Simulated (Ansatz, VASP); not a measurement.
SnO2: VASP beside Ansatz

Contents of INCAR:

```
SYSTEM = SnO2
PREC = Accurate ; ENCUT = 520
EDIFF = 1E-8 ; ISMEAR = -1
SIGMA = 0.03 ; LREAL = .False.
LASPH = .True. ; NELM = 100
ALGO = Normal ; ISIF = 2
LWAVE = .False. ; LCHARG = .False.
GGA = CA ; LEFG = .True.
NBANDS = 35
```

The input KPOINTS:

```
Automatic mesh
0
Gamma
  4 4 6
  0 0 0
```

File POSCAR:

```
SnO2
1.0
    4.8302628043      0.0000000000      0.0000000000
    0.0000000000      4.8302628043      0.0000000000
    0.0000000000      0.0000000000      3.2488942974
Sn O
2 4
Direct
    0.0000000000      0.0000000000      0.0000000000
    0.5000000000      0.5000000000      0.5000000000
    0.3056200000      0.3056200000      0.0000000000
    0.1943800000      0.8056200000      0.5000000000
    0.6943800000      0.6943800000      0.0000000000
    0.8056200000      0.1943800000      0.5000000000
```

Input for Ansatz:

```yaml
crystal:
  lattice:
    - [4.8302628043, 0.0, 0.0]
    - [0.0, 4.8302628043, 0.0]
    - [0.0, 0.0, 3.2488942974]
  atoms:
    - { symbol: Sn, position: [0.0, 0.0, 0.0] }
    - { symbol: Sn, position: [0.5, 0.5, 0.5] }
    - { symbol: O, position: [0.30562, 0.30562, 0.0] }
    - { symbol: O, position: [0.19438, 0.80562, 0.5] }
    - { symbol: O, position: [0.69438, 0.69438, 0.0] }
    - { symbol: O, position: [0.80562, 0.19438, 0.5] }
kpoints:
  mp_grid: { grid: [4, 4, 6] }
scf:
  occupations: { method: fermi_dirac, width: 0.03 }
hamiltonian:
  xc: lda
  pseudopotentials: { kind: paw }
output:
  forces: true
  stress: true
  eigenvalues: true
  efg: { contact_densities: true }
  write_density: true
  write_potential: true
  elf: true
  volumetric_format: npy
```

Change from the starting cell: volume scaled by 1.06, PAW files.

Alike in both runs: task electric field gradients; functional LDA; k mesh 4 × 4 × 6; occupations fermi-dirac, width 0.03 eV; no spin polarisation.

|  | VASP | Ansatz |
| --- | --- | --- |
| version | VASP 6.6.1 | Ansatz 0.2.0 |
| potentials or method | VASP PAW LDA potentials, release 64 (Sn_d, O) | PAW with Ansatz's default frozen-core files, scalar-relativistic |
| plane-wave cutoff (eV) | 520 | 420 |
| valence electrons in the cell | 52 | 52 |

VASP gave:

| Property | Result |
| --- | --- |
| pressure (GPa) | -10.9 |
| traceless stress, the component that is largest in VASP (GPa) | -1.42 |
| rms of the force components (eV/Å) | 0.109 |
| size of Vzz on the site where it differs most (V/Å²) | 51.3 |

Which values does Ansatz return?

Pressure (GPa): -11.7; traceless stress, the component that is largest in VASP (GPa): -1.66; rms of the force components (eV/Å): 0.117; size of Vzz on the site where it differs most (V/Å²): 50.7.

LDA's correlation is that of Perdew and Zunger in VASP and of Perdew and Wang (1992) in Ansatz. Atom by atom the forces differ by 0.008 eV/Å (rms over components).
